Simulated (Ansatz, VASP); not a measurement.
## One calculation of KI, two programs

The input INCAR:

```
SYSTEM = KI
  ALGO = Normal
  EDIFF = 1E-7
  ENCUT = 520
  GGA = PE
  ISIF = 2
  ISMEAR = -1
  LASPH = .True.
  LCHARG = .True.
  LELF = .True.
  LREAL = .False.
  LVHAR = .True.
  LWAVE = .False.
  NBANDS = 24
  NELM = 100
  PREC = Accurate
  SIGMA = 0.05
```

File KPOINTS:

```
k-points
0
Gamma
  8 8 5
  0 0 0
```

POSCAR

```
KI
1.0
    6.0861433935      0.0000000000      0.0000000000
   -3.0430716968      5.2707547898      0.0000000000
    0.0000000000      0.0000000000      7.1187877264
K I
2 2
Direct
    0.3333333333      0.6666666667     -0.0620062688
    0.6666666667      0.3333333333      0.4379937312
    0.3333333333      0.6666666667      0.4380062688
    0.6666666667      0.3333333333      0.9380062688
```

Input for Ansatz:

```yaml
crystal:
  lattice:
    - [6.0861433935, 0.0, 0.0]
    - [-3.0430716968, 5.2707547898, 0.0]
    - [0.0, 0.0, 7.1187877264]
  atoms:
    - { symbol: K, position: [0.3333333333, 0.6666666667, -0.0620062688] }
    - { symbol: K, position: [0.6666666667, 0.3333333333, 0.4379937312] }
    - { symbol: I, position: [0.3333333333, 0.6666666667, 0.4380062688] }
    - { symbol: I, position: [0.6666666667, 0.3333333333, 0.9380062688] }
kpoints:
  mp_grid: { grid: [8, 8, 5] }
  band_path:
    path:
      - [0.0, 0.0, 0.0]
      - [0.5, 0.0, 0.0]
      - [0.3333333333, 0.3333333333, 0.0]
      - [0.0, 0.0, 0.0]
      - [0.0, 0.0, 0.5]
      - [0.5, 0.0, 0.5]
      - [0.3333333333, 0.3333333333, 0.5]
      - [0.0, 0.0, 0.5]
      - [0.5, 0.0, 0.5]
    npoints: 14
scf:
  occupations: { method: fermi_dirac, width: 0.05 }
hamiltonian:
  xc: pbe
  pseudopotentials: { kind: all_electron, lapw: { basis_error: 0.001 } }
output:
  forces: true
  stress: true
  eigenvalues: true
  populations: true
  dos: { projected: true, de: 0.2, e_range: [-14, 8] }
```

Alike in both runs: task single point; functional PBE; k mesh 8 × 8 × 5; occupations fermi-dirac, width 0.05 eV; no spin polarisation.

```csv
,VASP,Ansatz
version,VASP 6.6.1,Ansatz 0.2.0
potentials or method,"VASP PAW PBE potentials, release 64 (K_sv, I), cutoff 520 eV","all-electron LAPW, scalar-relativistic"
```

```tsv
	VASP	Ansatz	Ansatz less VASP
gap on the k mesh at the Fermi level (eV)	3.75	3.75	+0.003
pressure (GPa)	0.0	0.0	-0.01
```

Ansatz ran all-electron here, and VASP with PAW potentials. Ansatz's warnings: structure snapped to symmetry.

Spin-orbit coupling is off throughout.
